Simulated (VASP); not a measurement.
Runs of VASP 6.6.1 on Be2SO3. The structure is that of space group P4/mmm (No. 123), or close to it. The cells are those of the table. 

| task | spin | cell | k mesh | cutoff (eV) | gap on the mesh (eV) | pressure (GPa) | largest force (eV/Å) |
| --- | --- | --- | --- | --- | --- | --- | --- |
| relaxation of cell and atoms | off | relaxed from a = 2.711, b = 2.711, c = 8.309 Å, 6 atoms | 6 × 6 × 2 | 600 | none | 0.0 | 0.04 |
| single point | off | a = 2.459, b = 2.459, c = 8.958 Å, 6 atoms | 6 × 6 × 2 | 520 | none | 0.1 | 0.01 |
| single point | off | a = 2.711, b = 2.711, c = 8.309 Å, 6 atoms | 6 × 6 × 2 | 520 | none | -23.8 | (b) |
| single point | collinear, ferromagnetic start | a = 2.459, b = 2.459, c = 8.958 Å, 6 atoms | 8 × 8 × 2 | 520 | none | 1.4 | (a) |

Alike in all rows: level PBE; potentials or basis VASP PAW PBE potentials, release 64 (Be, S, O); smearing gaussian 0.1 eV.

Problem. Estimate the missing entries.

Solution. (a) 0.08; (b) 2.17.

Caveats: some runs use coarse meshes; forces of over 1 eV/Å act on the atoms, so gaps and moduli don't describe the material at rest (some runs).

A gap of «none» marks levels without a gap at the run's occupations.
